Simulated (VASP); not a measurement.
Here is a VASP 6.6.1 calculation.

Contents of INCAR:

```
SYSTEM = Hf
  ALGO = Normal
  EDIFF = 1E-6
  ENCUT = 520
  GGA = PE
  ISIF = 2
  ISMEAR = -1
  LASPH = .TRUE.
  LCHARG = .FALSE.
  LREAL = .FALSE.
  LWAVE = .FALSE.
  NBANDS = 11
  NELM = 100
  PREC = Accurate
  SIGMA = 0.1
```

Contents of KPOINTS:

```
k-points
0
G
  18 18 18
  0 0 0
```

POSCAR

```
Hf
1.0
    2.9931958549      0.0000000000      0.0000000000
    0.0000000000      2.9931958549      0.0000000000
    0.0000000000      0.0000000000      2.9931958549
Hf
1
Direct
    0.0000000000      0.0000000000      0.0000000000
```

Potentials or basis: VASP PAW PBE potentials, release 64 (Hf_pv).

Run with:

```console
$ cat potpaw_PBE.64/Hf_pv/POTCAR > POTCAR
$ mpirun -np 1 vasp_std > vasp.out
```

Question: Predict the pressure.

Answer: -5.2 GPa.

Question: Predict the band gap on the k mesh.

Answer: Zero (bands 5 and 6 overlap by 2.06 eV).

Caveat: the cell stands under tension; spin-orbit coupling is left out, which moves the levels of the heavy elements.
